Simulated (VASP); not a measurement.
Input of a VASP 6.6.1 run:

The input INCAR:

```
PREC = Accurate ; ENCUT = 520
EDIFF = 1E-7 ; ISMEAR = 0
SIGMA = 0.1 ; LREAL = F
LASPH = T ; NELM = 80
ALGO = Normal ; ISIF = 2
LWAVE = F ; LCHARG = T
GGA = PE ; LELF = T
LVHAR = T ; NBANDS = 30
```

Contents of KPOINTS:

```
Automatic mesh
0
Gamma
  6 6 2
```

The input POSCAR:

```
Ge2Sb2Se
1.0
    4.4165762896      0.0000000000      0.0000000000
   -2.2082881448      3.8248672645      0.0000000000
    0.0000000000      0.0000000000      8.4964859826
Ge Sb Se
2 2 1
Direct
    0.3333333333      0.6666666667      0.5000000000
    0.6666666667      0.3333333333      0.0000000000
    0.0000000000      0.0000000000      0.3251075112
    0.0000000000      0.0000000000      0.6748924888
    0.3333333333      0.6666666667      0.0000000000
```

Potentials or basis: VASP PAW PBE potentials, release 64 (Ge_d, Sb, Se).

Command:

```sh
$ cat potpaw_PBE.64/Ge_d/POTCAR potpaw_PBE.64/Sb/POTCAR potpaw_PBE.64/Se/POTCAR > POTCAR
$ mpirun -np 1 vasp_std > vasp.out
```

(1) What does it give for the pressure?

(2) Estimate the largest force.

(3) What does it give for the band gap on the k mesh?

Answers

(1) 0.0 GPa.

(2) 0.031 eV/Å.

(3) zero (bands 22 and 23 overlap by 0.74 eV).

Caveat: the k points lie up to 0.37 Å⁻¹ apart, too coarse for converged energies and pressures of a metal; spin-orbit coupling is left out, which moves the levels of the heavy elements.
